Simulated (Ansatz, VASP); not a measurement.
Sb in VASP and in Ansatz

```
CELL_PARAMETERS angstrom
3.43612 0.00000 0.00000
-1.71806 2.97576 0.00000
0.00000 0.00000 5.71456
ATOMIC_POSITIONS crystal
Sb 0.33333 0.66667 0.25000
Sb 0.66667 0.33333 0.75000
```

Alike in both runs: task single point; functional r2SCAN; k mesh 12 × 12 × 7; occupations fermi-dirac, width 0.1 eV; no spin polarisation.

|  | VASP | Ansatz |
| --- | --- | --- |
| version | VASP 6.6.1 | Ansatz 0.2.0 |
| potentials or method | VASP PAW PBE potentials, release 64 (Sb), cutoff 520 eV | plane waves (500 eV) with PAW, scalar-relativistic |
| valence electrons in the cell | 10 | 30 |

```tsv
	VASP	Ansatz	Ansatz less VASP
pressure (GPa)	-3.9	-3.8	+0.11
traceless stress, the component that is largest in VASP (GPa)	0.35	0.34	-0.008
```

VASP's potentials were made for PBE, not for r2SCAN. With one functional, cell and mesh, what is left measures potentials, basis and numerics. VASP's potentials hold 10 valence electrons a cell and Ansatz's 30, so a difference there can come from the potentials and not from the codes.

Neither program's run includes spin-orbit coupling.
